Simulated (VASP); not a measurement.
Here is a VASP 6.6.1 calculation.

INCAR

```
SYSTEM = LiAl16
PREC = Accurate ; ENCUT = 520
EDIFF = 1E-6 ; ISMEAR = 0
SIGMA = 0.05 ; LREAL = Auto
LASPH = .TRUE. ; NELM = 80
ALGO = Normal ; ISIF = 2
LWAVE = .FALSE. ; LCHARG = .FALSE.
GGA = PE ; NBANDS = 40
```

KPOINTS

```
regular mesh
0
G
  3 4 1
  0 0 0
```

Contents of POSCAR:

```
LiAl16
1.0
    8.1000000000      0.0000000000      0.0000000000
    0.0000000000      5.7275650000      0.0000000000
    0.0000000000      0.0000000000     16.2956740000
Al Li
16 1
Direct
    0.2500000000      0.2499999564      0.0613659797
    0.7500000000      0.2499999564      0.0613659797
    0.2500000000      0.7500000436      0.0613659797
    0.7500000000      0.7500000436      0.0613659797
    0.0041125926     -0.0024120198      0.1437209041
    0.4986886420     -0.0018713013      0.1437426890
    0.0015818519      0.4960937152      0.1432907899
    0.5011088889      0.4965052339      0.1433749841
    0.2545174074      0.2491348418      0.2383727117
    0.7542564198      0.2366077033      0.2367267534
    0.2543428395      0.7452997914      0.2344781811
    0.7542961728      0.7459489329      0.2364220713
    0.0091816049     -0.0103345837      0.3215223869
    0.5020749383     -0.0105587628      0.3215638089
   -0.0031448148      0.4864105427      0.3182868042
    0.5140602469      0.4859674225      0.3185987275
    0.2551870370      0.6715520470      0.4050097590
```

Potentials or basis: VASP PAW PBE potentials, release 64 (Al, Li_sv).

Run with:

```bash
$ cat potpaw_PBE.64/Al/POTCAR potpaw_PBE.64/Li_sv/POTCAR > POTCAR
$ mpirun -np 1 vasp_std > vasp.out
```

**Question.** Predict the largest force.

**Answer.** 0.171 eV/Å.

**Question.** Estimate the band gap on the k mesh.

**Answer.** Zero (an odd number of electrons rules out a gap without spin polarisation).

Forces on the atoms (eV/Å):
```
Al   0.008 -0.033 -0.005
Al   0.001 -0.039  0.051
Al   0.006 -0.019 -0.083
Al   0.006 -0.028  0.041
Al  -0.004 -0.002  0.002
Al   0.006  0.000  0.000
Al  -0.003 -0.002 -0.001
Al  -0.001 -0.001 -0.003
Al  -0.002 -0.008 -0.016
Al  -0.003 -0.002  0.020
Al  -0.002 -0.001 -0.016
Al  -0.004 -0.009  0.012
Al   0.010 -0.003 -0.004
Al  -0.014 -0.003 -0.008
Al   0.024 -0.010  0.003
Al  -0.027 -0.010  0.004
Li  -0.003  0.171  0.002
```
